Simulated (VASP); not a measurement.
A run of VASP 6.6.1:

File POSCAR:

```
MoS2
1.0
    1.5800000000      0.9122134253      6.1500000000
   -1.5800000000      0.9122134253      6.1500000000
    0.0000000000     -1.8244268506      6.1500000000
Mo S
1 2
Direct
    0.0000000000      0.0000000000      0.0000000000
    0.4170000000      0.4170000000      0.4170000000
    0.2500000000      0.2500000000      0.2500000000
```

The input INCAR.step1:

```
SYSTEM = MoS2
  PREC = Accurate
  ENCUT = 520
  ISMEAR = 0
  SIGMA = 0.01
  LREAL = .FALSE.
  LASPH = .TRUE.
  NELM = 100
  NBANDS = 20
  GGA = PE
  ALGO = Normal
  EDIFF = 1E-4
  LWAVE = .TRUE.
  LCHARG = .FALSE.
```

INCAR.step2

```
SYSTEM = MoS2
  PREC = Accurate
  ENCUT = 520
  EDIFF = 1E-7
  ISMEAR = 0
  SIGMA = 0.01
  LREAL = .FALSE.
  LASPH = .TRUE.
  NELM = 100
  ALGO = Normal
  ISIF = 2
  LWAVE = .FALSE.
  LCHARG = .FALSE.
  METAGGA = R2SCAN
  LMIXTAU = .TRUE.
  NBANDS = 20
  ISTART = 1
```

Contents of KPOINTS:

```
regular mesh
0
G
  10 10 10
  0 0 0
```

Potentials or basis: VASP PAW PBE potentials, release 64 (Mo_sv, S).

Command:

```sh
$ cat potpaw_PBE.64/Mo_sv/POTCAR potpaw_PBE.64/S/POTCAR > POTCAR
$ cp INCAR.step1 INCAR
$ mpirun -np 1 vasp_std > vasp.out
$ cp INCAR.step2 INCAR
$ mpirun -np 1 vasp_std > vasp.out
```

Hardware: 1 thread of Intel Xeon 6975P-C, on a shared host.

**Question.** Estimate the wall time of this run.

**Answer.** It took 20 min on 1 thread of Intel Xeon 6975P-C, on a shared host, peak memory 0.43 GiB. Counts: k points 116.
